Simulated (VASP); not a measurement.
Wanted: the native input for a VASP 6.6.1 run.

```yaml
Task: single point
Functional: PBE
Potentials_or_basis: VASP PAW PBE potentials, release 64 (Cu, B)
Cutoff: 520 eV
k_mesh: 12 × 12 × 12
Occupations: gaussian, width 0.1 eV
Spin: no spin polarisation
Dipole_correction: no
Further_INCAR_settings: ALGO = Normal; EDIFF = 1e-06; NBANDS = 20
```

The structure of CuB4 lies in POSCAR:

```
CuB4
1.0
   -2.2331579022      2.2331579022      2.2331579022
    2.2331579022     -2.2331579022      2.2331579022
    2.2331579022      2.2331579022     -2.2331579022
Cu B
1 4
Direct
    0.0000000000      0.0000000000      0.0000000000
    0.0000000000      0.0000000000      0.5000000000
    0.5000000000      0.0000000000      0.0000000000
    0.5000000000      0.5000000000      0.5000000000
    0.0000000000      0.5000000000      0.0000000000
```

These files were run (other wordings do the same):

INCAR

```
SYSTEM = CuB4
ALGO = Normal ; EDIFF = 1E-6
ENCUT = 520 ; GGA = PE
ISIF = 2 ; ISMEAR = 0
LASPH = .TRUE. ; LCHARG = .FALSE.
LREAL = .FALSE. ; LWAVE = .FALSE.
NBANDS = 20 ; NELM = 100
PREC = Accurate ; SIGMA = 0.1
```

KPOINTS

```
k-points
0
G
  12 12 12
  0 0 0
```

Potentials or basis: VASP PAW PBE potentials, release 64 (Cu, B).

Launch:

```sh
$ cat potpaw_PBE.64/Cu/POTCAR potpaw_PBE.64/B/POTCAR > POTCAR
$ mpirun -np 1 vasp_std > vasp.out
```

Results of the run:

```yaml
Pressure: -0.1 GPa
```

Wall time 33 s on 1 thread of Intel(R) Xeon(R) 6975P-C (Granite Rapids), with other jobs on the host, peak memory 0.2 GiB.
